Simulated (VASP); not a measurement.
Write the native input for VASP 6.6.1 that does the following.

| Item | Value |
| --- | --- |
| Task | single point |
| Functional | PBE |
| Potentials or basis | VASP PAW PBE potentials, release 64 (Mn_pv, O) |
| Cutoff | 520 eV |
| k mesh | 12 × 12 × 3 |
| Occupations | gaussian, width 0.02 eV |
| Spin | collinear spin, antiferromagnetic start |
| Starting moments | [4.0, -4.0, 0.0, 0.0, 0.0, 0.0] μB |
| Hubbard terms | Mn d U = 3.9 eV |
| Dipole correction | no |
| Further INCAR settings | ALGO = Normal; EDIFF = 1e-06; NBANDS = 38 |

The structure of MnO2 lies in POSCAR:

```
MnO2
1.0
    2.7782760195      0.0000000000      0.0000000000
   -1.3891380098      2.4060576116      0.0000000000
    0.0000000000      0.0000000000      8.9504899899
Mn O
2 4
Direct
    0.0000000000      0.0000000000      0.2500000000
    0.0000000000      0.0000000000      0.7500000000
    0.6666666667      0.3333333333      0.1468537150
    0.3333333333      0.6666666667      0.3531462850
    0.6666666667      0.3333333333      0.6468537150
    0.3333333333      0.6666666667      0.8531462850
```

These files were run (other wordings do the same):

INCAR

```
ALGO = Normal ; EDIFF = 1E-6
ENCUT = 520 ; GGA = PE
ISIF = 2 ; ISMEAR = 0
ISPIN = 2 ; LASPH = T
LCHARG = F ; LDAU = T
LDAUJ = 0 0 ; LDAUL = 2 -1
LDAUPRINT = 1 ; LDAUTYPE = 2
LDAUU = 3.9 0 ; LMAXMIX = 4
LORBIT = 11 ; LREAL = F
LWAVE = F ; MAGMOM = 4 -4 0 0 0 0
NBANDS = 38 ; NELM = 150
PREC = Accurate ; SIGMA = 0.02
```

KPOINTS

```
k-points
0
Gamma
  12 12 3
```

Potentials or basis: VASP PAW PBE potentials, release 64 (Mn_pv, O).

Run with:

```console
$ cat potpaw_PBE.64/Mn_pv/POTCAR potpaw_PBE.64/O/POTCAR > POTCAR
$ mpirun -np 1 vasp_std > vasp.out
```

It gave:

- Pressure: 31.9 GPa
- Largest force: 1.920 eV/Å
- Band gap on the k mesh: 2.63 eV
- Net moment: 0.00 μB per cell
- Site moments: Mn +3.02, -3.02; O -0.03, +0.03 (each value once) μB
- Valence electrons inside the program's atomic spheres: Mn 11.94; O 5.07

Caveat: the stress differs along the axes, from 23 to 36 GPa; forces of over 1 eV/Å act on the atoms, so gaps and moduli don't describe the material at rest.

It took 3.8 min on 1 thread of Intel(R) Xeon(R) Platinum 8124M CPU @ 3.00GHz (Skylake/Cascade Lake), with other jobs on the host, peak memory 0.31 GiB.
